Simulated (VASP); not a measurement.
Set up this calculation in VASP 6.6.1, as the native input.

* Task: single point
* Functional: r2SCAN
* Potentials or basis: VASP PAW PBE potentials, release 64 (Ta_pv)
* Cutoff: 520 eV
* k mesh: 9 × 9 × 9
* Occupations: fermi-dirac, width 0.1 eV
* Spin: no spin polarisation
* Dipole correction: no
* Further INCAR settings: ALGO = Normal; EDIFF = 1e-06; NBANDS = 12

The system is Ta.

```xyz
1
Lattice="-1.6470 1.6470 1.6470 1.6470 -1.6470 1.6470 1.6470 1.6470 -1.6470" Properties=species:S:1:pos:R:3 pbc="T T T"
Ta    0.0000    0.0000    0.0000
```

One way to write it, as run:

POSCAR

```
Ta
1.0
   -1.6469577716      1.6469577716      1.6469577716
    1.6469577716     -1.6469577716      1.6469577716
    1.6469577716      1.6469577716     -1.6469577716
Ta
1
Direct
    0.0000000000      0.0000000000      0.0000000000
```

INCAR.step1

```
SYSTEM = Ta
  ALGO = Normal
  EDIFF = 1E-4
  ENCUT = 520
  GGA = PE
  ISMEAR = -1
  LASPH = .TRUE.
  LCHARG = .FALSE.
  LREAL = .FALSE.
  LWAVE = .TRUE.
  NBANDS = 12
  NELM = 100
  PREC = Accurate
  SIGMA = 0.1
```

INCAR.step2

```
SYSTEM = Ta
  ALGO = Normal
  EDIFF = 1E-6
  ENCUT = 520
  ISIF = 2
  ISMEAR = -1
  ISTART = 1
  LASPH = .TRUE.
  LCHARG = .TRUE.
  LELF = .TRUE.
  LMIXTAU = .TRUE.
  LREAL = .FALSE.
  LVHAR = .TRUE.
  LWAVE = .FALSE.
  METAGGA = R2SCAN
  NBANDS = 12
  NELM = 100
  PREC = Accurate
  SIGMA = 0.1
```

KPOINTS

```
k-points
0
G
  9 9 9
  0 0 0
```

Potentials or basis: VASP PAW PBE potentials, release 64 (Ta_pv).

The run is started by

```bash
$ cat potpaw_PBE.64/Ta_pv/POTCAR > POTCAR
$ cp INCAR.step1 INCAR
$ mpirun -np 1 vasp_std > vasp.out
$ cp INCAR.step2 INCAR
$ mpirun -np 1 vasp_std > vasp.out
```

It gave:

The pressure is 3.6 GPa.

Caveat: the PAW data sets were made with another functional, which shifts forces and pressure a little.

It took 11 s on 1 thread of Intel(R) Xeon(R) 6975P-C (Granite Rapids), on a shared host, peak memory 0.14 GiB.
